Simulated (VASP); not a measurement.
A run of VASP 6.6.1 is set up as follows.

The input INCAR:

```
PREC = Accurate ; ENCUT = 520
EDIFF = 1E-8 ; ISMEAR = -1
SIGMA = 0.05 ; LREAL = False
LASPH = True ; NELM = 100
ALGO = Normal ; ISIF = 2
LWAVE = False ; LCHARG = False
GGA = PE ; LEFG = True
NBANDS = 11
```

File KPOINTS:

```
regular mesh
0
Gamma
  18 18 18
```

The input POSCAR:

```
Pd
1.0
    0.0388980000      1.9643490000      1.9643490000
    1.9643490000      0.0388980000      1.9643490000
    1.9643490000      1.9643490000      0.0388980000
Pd
1
Direct
    0.0000000000      0.0000000000      0.0000000000
```

Potentials or basis: VASP PAW PBE potentials, release 64 (Pd).

Command:

```bash
$ cat potpaw_PBE.64/Pd/POTCAR > POTCAR
$ mpirun -np 1 vasp_std > vasp.out
```

What does it give for the band gap on the k mesh?

Zero (bands 5 and 6 overlap by 1.62 eV).

Estimate the pressure.

7.5 GPa.

Electric field gradients, principal values (V/Å²):
```csv
atom,least,middle,greatest (by size)
1 Pd,3.616,3.616,-7.232
```

Caveat: the cell differs from its parent crystal (equal xy, yz and zx shear strains of +2 %); the cell stands under pressure; without QUAD_EFG the Cq values of the log hold for a quadrupole moment of 1 mb, not for the nuclei.
